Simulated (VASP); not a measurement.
Ti, 2 atoms in the cell. The structure is orthorhombic, space group Immm (No. 71). Conventional cell: a = 2.791 Å, b = 2.893 Å, c = 4.251 Å, α = 90.00°, β = 90.00°, γ = 90.00°. Within 3.7 Å of Ti (site symmetry mmm) lie 12 Ti at 2.79 to 2.93 Å.  This cell differs from its parent crystal: uniaxial strain along a: -4.0 %, then relaxed in part.

```yaml
Program: VASP 6.6.1
Task: single point
Functional: PBE
Potentials_or_basis: VASP PAW PBE potentials, release 64 (Ti_sv)
Cutoff: 520 eV
k_mesh: 14 × 14 × 10
Occupations: gaussian, width 0.1 eV
Spin: no spin polarisation
Dipole_correction: no
Further_INCAR_settings: ALGO = Fast; EDIFF = 1e-06; NBANDS = 19
```

Potentials or basis: VASP PAW PBE potentials, release 64 (Ti_sv).

Command:

```bash
$ cat potpaw_PBE.64/Ti_sv/POTCAR > POTCAR
$ mpirun -np 1 vasp_std > vasp.out
```

Hardware: 1 thread of Intel Xeon 6975P-C, with other jobs on the host.

Q: How long does it take, and how much memory?

A: Run time: 6.7 min on 1 thread of Intel Xeon 6975P-C, with other jobs on the host, peak memory 0.31 GiB. Counts: scf iterations 34, k points 384.
